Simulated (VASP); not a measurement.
# PtSe2 (C2/m) in VASP: notebook

Runs on PtSe2. Level: PBE+D3(BJ). Tasks: single point.

Everything below comes from runs of VASP 6.6.1. Logs are shortened: lines on timing, memory, paths and dates and some standing lists are left out, and cuts for length are marked.

## 1. The cell of the first run

It takes space group C2/m (No. 12, monoclinic). The conventional cell has a = 7.022 Å, b = 3.206 Å, c = 4.822 Å, α = 90.00°, β = 90.00°, γ = 90.00°. Within 3.3 Å of Pt (site symmetry 2/m) lie 6 Se at 2.36 to 2.67 Å and 2 Pt at 3.21 Å. Within 3.3 Å of Se (site symmetry m) lie 3 Pt at 2.36 to 2.67 Å and 7 Se at 3.01 to 3.25 Å.

## 2. Single point, PBE+D3(BJ) (normal strain along x -0.1500, normal strain along y +0.0750)

Input file INCAR:

```
SYSTEM = PtSe2
  PREC = Accurate
  ENCUT = 520
  EDIFF = 1E-7
  ISMEAR = 0
  SIGMA = 0.15
  LREAL = .False.
  LASPH = .True.
  NELM = 100
  ALGO = Normal
  ISIF = 2
  LWAVE = .False.
  LCHARG = .False.
  GGA = PE
  IVDW = 12
  NBANDS = 18
```

Input file KPOINTS:

```
Automatic mesh
0
Gamma
  12 12 8
  0 0 0
```

Input file POSCAR:

```
PtSe2
1.0
    3.2057776477      0.0000000000      0.0000000000
   -1.6028888239      3.5111838211      0.0000000000
    0.0000000000      0.0000000000      4.8219239451
Pt Se
1 2
Direct
    0.0000000000      0.0000000000      0.0000000000
    0.3333333333      0.6666666667      0.2655211092
    0.6666666667      0.3333333333      0.7344788908
```

Potentials or basis: VASP PAW PBE potentials, release 64 (Pt, Se).

Command:

```
$ cat potpaw_PBE.64/Pt/POTCAR potpaw_PBE.64/Se/POTCAR > POTCAR
$ mpirun -np 1 vasp_std > vasp.out
```

OUTCAR:

```text
SYSTEM = PtSe2
   PREC = Accurate
   ENCUT = 520
   EDIFF = 1E-7
   ISMEAR = 0
   LREAL = .False.
   LASPH = .True.
   NELM = 100
   ISIF = 2
   GGA = PE
   IVDW = 12
 IVDW          = 12

 ion  position               nearest neighbor table
   1  0.000  0.000  0.000-   2 2.36   3 2.36   3 2.36   2 2.36   3 2.67   2 2.67
   2  0.333  0.667  0.266-   1 2.36   1 2.36   1 2.67
   3  0.667  0.333  0.734-   1 2.36   1 2.36   1 2.67

  LATTYP: Found a base centered orthorhombic cell.
 ALAT       =     3.2057776477
 B/A-ratio  =     2.1905348449
 C/A-ratio  =     1.5041354938

  Lattice vectors:

 A1 = (   1.6028888239,  -3.5111838211,   0.0000000000)
 A2 = (   1.6028888238,   3.5111838211,   0.0000000000)
 A3 = (   0.0000000000,   0.0000000000,   4.8219239451)

Analysis of symmetry for initial positions (statically):
=====================================================================
 Subroutine PRICEL returns:
 Original cell was already a primitive cell.

 Routine SETGRP: Setting up the symmetry group for a
 base centered orthorhombic supercell.

 Subroutine GETGRP returns: Found  4 space group operations
 (whereof  4 operations were pure point group operations)
 out of a pool of  8 trial point group operations.

The static configuration has the point symmetry C_2h.

Analysis of symmetry for dynamics (positions and initial velocities):
=====================================================================
 Subroutine PRICEL returns:
 Original cell was already a primitive cell.

 Routine SETGRP: Setting up the symmetry group for a
 base centered orthorhombic supercell.

 Subroutine GETGRP returns: Found  4 space group operations
 (whereof  4 operations were pure point group operations)
 out of a pool of  8 trial point group operations.

The dynamic configuration has the point symmetry C_2h.

 Subroutine INISYM returns: Found  4 space group operations
 (whereof  4 operations are pure point group operations),
 and found     1 'primitive' translations

----------------------------------------------------------------------------------------

                                     Primitive cell

  volume of cell :      54.2759

  direct lattice vectors                    reciprocal lattice vectors
     3.205777648  0.000000000  0.000000000     0.311936793  0.142402114  0.000000000
    -1.602888824  3.511183821  0.000000000     0.000000000  0.284804229  0.000000000
     0.000000000  0.000000000  4.821923945     0.000000000  0.000000000  0.207386100

  length of vectors
     3.205777648  3.859749267  4.821923945     0.342903668  0.284804229  0.207386100

  position of ions in fractional coordinates (direct lattice)
     0.000000000  0.000000000  0.000000000
     0.333333333  0.666666667  0.265521109
     0.666666667  0.333333333  0.734478891

  ion indices of the primitive-cell ions
   primitive index   ion index
                 1           1
                 2           2
                 3           3

----------------------------------------------------------------------------------------

 KPOINTS: Automatic mesh

Automatic generation of k-mesh.
 Grid dimensions read from file:
 generate k-points for:   12   12    8

 Generating k-lattice:

  Cartesian coordinates                     Fractional coordinates (reciprocal lattice)
     0.025994733  0.011866843  0.000000000     0.083333333 -0.000000000  0.000000000
     0.000000000  0.023733686  0.000000000     0.000000000  0.083333333  0.000000000
     0.000000000  0.000000000  0.025923262     0.000000000  0.000000000  0.125000000

  Length of vectors
     0.028575306  0.023733686  0.025923262

  Shift w.r.t. Gamma in fractional coordinates (k-lattice)
     0.000000000  0.000000000  0.000000000

 Subroutine IBZKPT returns following result:
 ===========================================

 Found    320 irreducible k-points:

 Following reciprocal coordinates:
            Coordinates               Weight
  0.000000  0.000000  0.000000      1.000000
  0.083333  0.000000  0.000000      4.000000
  0.166667 -0.000000  0.000000      4.000000
  0.250000  0.000000  0.000000      4.000000
  0.333333 -0.000000  0.000000      4.000000
  0.416667  0.000000  0.000000      4.000000
[... 16 lines left out ...]
  0.333333  0.166667  0.000000      4.000000
  0.416667  0.166667  0.000000      4.000000
 [... further k-points ...]
   k-points           NKPTS =    320   k-points in BZ     NKDIM =    320   number of bands    NBANDS=     18
   number of dos      NEDOS =    301   number of ions     NIONS =      3
   total plane-waves  NPLWV =  25920
   dimension x,y,z NGX =    24 NGY =   30 NGZ =   36
   dimension x,y,z NGXF=    48 NGYF=   60 NGZF=   72
   ions per type =               1   2
   NGX,Y,Z   is equivalent  to a cutoff of  12.45, 12.92, 12.41 a.u.
   NGXF,Y,Z  is equivalent  to a cutoff of  24.89, 25.84, 24.82 a.u.
 SYSTEM =  PtSe2
   PREC   = accura    normal or accurate (medium, high low for compatibility)
   ISTART =      0    job   : 0-new  1-cont  2-samecut
   ICHARG =      2    charge: 1-file 2-atom 10-const
   ISPIN  =      1    spin polarized calculation?
   LNONCOLLINEAR =      F non collinear calculations
   LSORBIT =      F    spin-orbit coupling
   LASPH  =      T    aspherical Exc in radial PAW
   ENCUT  =  520.0 eV  38.22 Ry    6.18 a.u.   5.96  7.18  8.97*2*pi/ulx,y,z
   NELM   =    100;   NELMIN=  2; NELMDL= -5     # of ELM steps
   EDIFF  = 0.1E-06   stopping-criterion for ELM
   LREAL  =      F    real-space projection
   EDIFFG = 0.1E-05   stopping-criterion for IOM
   NSW    =      0    number of steps for IOM
   IBRION =     -1    ionic relax: 0-MD 1-quasi-New 2-CG
   NFREE  =      0    steps in history (QN), initial steepest desc. (CG)
   ISIF   =      2    stress and relaxation
   ISYM   =      2    0-nonsym 1-usesym 2-fastsym
   POTIM  = 0.5000    time-step for ionic-motion
   TEBEG  =    0.0;   TEEND  =   0.0 temperature during run
   PSTRESS=    0.0 pullay stress
   NELECT =      22.0000    total number of electrons
   NUPDOWN=      -1.0000    fix difference up-down
   EMIN   =  10.00;   EMAX   =-10.00  energy-range for DOS
   EFERMI =   0.00;   METHOD = LEGACY
   ISMEAR =     0;   SIGMA  =   0.15  broadening in eV -4-tet -1-fermi 0-gaus
   EFERMI_NEDOS =   21; number of points for ismear=-14 and -15
   IALGO  =     38    algorithm
   IMIX   =      4    mixing-type and parameters
     AMIX     =   0.40;   BMIX     =  1.00
     AMIX_MAG =   1.60;   BMIX_MAG =  1.00
  volume/ion in A,a.u.               =      18.09       122.09
  Fermi-wavevector in a.u.,A,eV,Ry     =   1.211565  2.289525 19.971843  1.467889
  Thomas-Fermi vector in A             =   2.347076
   LORBIT       =      0    0 simple, 1 ext, 2 COOP (PROOUT), +10 PAW based schemes
   GGA     = PE    functional components
   LHFCALC =     F    Hartree Fock is set to
   AEXX    =    0.0000 exact exchange contribution
   IVDW    =    12    specifies the selected vdW correction
   LEPSILON=     F    determine dielectric tensor
   LRPA    =     F    only Hartree local field effects (RPA)
 non-spin polarized calculation
 Gauss-broadening in eV      SIGMA  =   0.15
  energy-cutoff  :      520.00
  volume of cell :       54.28
 maximum number of plane-waves:      1480
   NGX = 11   NGY = 15   NGZ = 17

 number of electron      21.9999999 magnetization

 Free energy of the ion-electron system (eV)
  ---------------------------------------------------
  ext. energy  EPLUGINS =         0.00000000
  ---------------------------------------------------
  free energy    TOTEN  =       -12.97901238 eV

  energy without entropy =      -12.96404154  energy(sigma->0) =      -12.97152696

 E-fermi :   7.8620     XC(G=0): -11.2701

 val. band max:        7.8607534551   @ k =   0.0833   0.1667   0.3750
 cond. band min:       7.8629137195   @ k =   0.0833   0.3333   0.2500
 fundamental gap:      0.0021602644
 Fermi energy:         7.8619784192

 k-point     1 :       0.0000    0.0000    0.0000
  band No.  band energies     occupation
      1      -8.6184      2.00000
      2      -5.1713      2.00000
      3      -0.1752      2.00000
      4       0.8522      2.00000
      5       1.5157      2.00000
      6       3.1259      2.00000
[... 10 lines left out ...]
     17      17.9405      0.00000
     18      18.4020      0.00000

 k-point     2 :       0.0833    0.0000    0.0000
  band No.  band energies     occupation
      1      -8.5097      2.00000
      2      -5.2092      2.00000
      3      -0.0396      2.00000
      4       0.9445      2.00000
      5       1.5108      2.00000
      6       3.0830      2.00000
[... 10 lines left out ...]
     17      17.1228      0.00000
     18      18.0303      0.00000

 k-point     3 :       0.1667   -0.0000    0.0000
  band No.  band energies     occupation
      1      -8.1927      2.00000
      2      -5.3124      2.00000
      3       0.3479      2.00000
      4       1.1982      2.00000
      5       1.5254      2.00000
      6       2.9246      2.00000
[... 10 lines left out ...]
     17      16.2685      0.00000
     18      17.2023      0.00000

 k-point     4 :       0.2500    0.0000    0.0000
  band No.  band energies     occupation
      1      -7.6978      2.00000
      2      -5.4550      2.00000
      3       0.9060      2.00000
      4       1.4631      2.00000
      5       1.6708      2.00000
      6       2.3849      2.00000
[... 375 lines left out ...]
      4       1.4445      2.00000
      5       1.8388      2.00000
      6       1.9778      2.00000
[... 10 lines left out ...]
     17      17.6659      0.00000
     18      18.0450      0.00000

 k-point    23 :       0.3333    0.1667    0.0000
  band No.  band energies     occupation
      1      -6.7016      2.00000
      2      -5.6868      2.00000
      3       0.4015      2.00000
      4       1.0276      2.00000
      5       2.2011      2.00000
      6       2.3754      2.00000
[... 10 lines left out ...]
     17      17.5640      0.00000
     18      18.9627      0.00000

 k-point    24 :       0.4167    0.1667    0.0000
  band No.  band energies     occupation
      1      -6.2976      2.00000
      2      -5.7495      2.00000
      3      -0.2111      2.00000
      4       1.1647      2.00000
      5       2.3394      2.00000
      6       2.5826      2.00000
[... 10 lines left out ...]
     17      16.9424      0.00000
     18      18.2971      0.00000

 [... further k-points ...]

------------------------ aborting loop because EDIFF is reached ----------------------------------------

 Edisp (eV)   -1.60910

 E8    (eV) :    -0.6901

  FORCE on cell =-STRESS in cart. coord.  units (eV):
  Direction    XX          YY          ZZ          XY          YZ          ZX
  --------------------------------------------------------------------------------------
  -------------------------------------------------------------------------------------
  Total      13.90688     1.65018     5.29160    -0.00000    -5.01175     0.00000
  in kB     410.51858    48.71173   156.20323    -0.00000  -147.94232     0.00000
  external pressure =      205.14 kB  Pullay stress =        0.00 kB

 VOLUME and BASIS-vectors are now :
 -----------------------------------------------------------------------------
  energy-cutoff  :      520.00
  volume of cell :       54.28
      direct lattice vectors                 reciprocal lattice vectors
     3.205777648  0.000000000  0.000000000     0.311936793  0.142402114  0.000000000
    -1.602888824  3.511183821  0.000000000     0.000000000  0.284804229  0.000000000
     0.000000000  0.000000000  4.821923945     0.000000000  0.000000000  0.207386100

 POSITION                                       TOTAL-FORCE (eV/Angst)
 -----------------------------------------------------------------------------------
      0.00000      0.00000      0.00000         0.000000      0.000000      0.000000
     -0.00000      2.34079      1.28032         0.000000     -1.377764      1.604012
      1.60289      1.17039      3.54160        -0.000000      1.377764     -1.604012
 -----------------------------------------------------------------------------------
    total drift:                               -0.000000      0.000000      0.000000

  FREE ENERGIE OF THE ION-ELECTRON SYSTEM (eV)
  ---------------------------------------------------
  free  energy   TOTEN  =       -14.5881077671 eV

  energy  without entropy=      -14.5731369315  energy(sigma->0) =      -14.58062235
```

Run time: 3.2 min. Hardware: 1 thread of Intel Xeon 6975P-C (Granite Rapids), shared host; peak memory 0.43 GiB.

Results:

```yaml
Free_energy: -14.5881 eV
Pressure: 20.5 GPa
Largest_force: 2.114 eV/Å
Band_gap_on_the_k_mesh: zero (bands 11 and 12 overlap by 1.03 eV)
Dispersion_energy_per_atom: -0.536 eV
```

Forces in eV/Å, atoms in the order of the input:
```
Pt   0.000  0.000  0.000
Se   0.000 -1.378  1.604
Se   0.000  1.378 -1.604
```

Caveat: the cell differs from its parent crystal (normal strain along x -0.1500, normal strain along y +0.0750); the cell stands under pressure; spin-orbit coupling is left out, which moves the levels of the heavy elements; forces of over 1 eV/Å act on the atoms, so gaps and moduli don't describe the material at rest.

## 3. Single point, PBE+D3(BJ) (normal strain along x +0.0750, normal strain along y -0.1500)

Input file INCAR:

```
  ALGO = Normal
  EDIFF = 1E-6
  ENCUT = 520
  GGA = PE
  ISIF = 2
  ISMEAR = 0
  IVDW = 12
  LASPH = T
  LCHARG = F
  LREAL = F
  LWAVE = F
  NBANDS = 18
  NELM = 60
  PREC = Accurate
  SIGMA = 0.15
```

Input file KPOINTS:

```
k-points
0
Gamma
  12 12 8
```

Input file POSCAR:

```
PtSe2
1.0
    4.0543658486      0.0000000000      0.0000000000
   -2.0271829243      2.7762848818      0.0000000000
    0.0000000000      0.0000000000      4.8219239451
Pt Se
1 2
Direct
    0.0000000000      0.0000000000      0.0000000000
    0.3333333333      0.6666666667      0.2655211092
    0.6666666667      0.3333333333      0.7344788908
```

Potentials or basis: VASP PAW PBE potentials, release 64 (Pt, Se).

Command:

```
$ cat potpaw_PBE.64/Pt/POTCAR potpaw_PBE.64/Se/POTCAR > POTCAR
$ mpirun -np 1 vasp_std > vasp.out
```

Wall time 4.6 min (1 thread of Intel Xeon 6975P-C (Granite Rapids), shared host); peak memory 0.43 GiB.

The run converged. Its results:

- Free energy: -14.4111 eV
- Pressure: 22.2 GPa
- Largest force: 3.063 eV/Å
- Band gap on the k mesh: zero (bands 11 and 12 overlap by 1.17 eV)
- Dispersion energy per atom: -0.536 eV

Forces on the atoms (eV/Å):
```
Pt   0.000  0.000  0.000
Se   0.000  2.382  1.926
Se   0.000 -2.382 -1.926
```

Stress tensor (GPa, compression positive):
```
-0.81  0.00  0.00
 0.00 48.91 24.16
 0.00 24.16 18.41
```

Levels at points of the mesh, in eV from the Fermi level:
```csv
k point,band 8,band 9,band 10,band 11,band 12,band 13,band 14,band 15
"(0.00, 0.00, 0.00)",-2.80,-1.25,-0.48,0.79,1.11,1.31,3.52,5.69
"(0.50, 0.00, 0.00)",-3.81,-3.06,-2.80,-2.67,0.34,3.07,6.54,7.28
"(0.00, 0.50, 0.00)",-3.94,-3.34,-3.33,-2.53,1.40,2.39,4.00,4.40
"(0.00, 0.00, 0.50)",-3.50,-1.90,-1.53,-0.99,2.33,2.42,4.73,5.48
"(0.50, 0.00, 0.50)",-3.72,-2.98,-1.74,-0.93,0.96,2.40,5.05,5.54
"(0.00, 0.50, 0.50)",-3.73,-3.33,-2.58,-1.80,0.19,1.45,4.46,5.58
```

Caveat: the cell differs from its parent crystal (normal strain along x +0.0750, normal strain along y -0.1500); the cell stands under pressure; spin-orbit coupling is left out, which moves the levels of the heavy elements; forces of over 1 eV/Å act on the atoms, so gaps and moduli don't describe the material at rest.
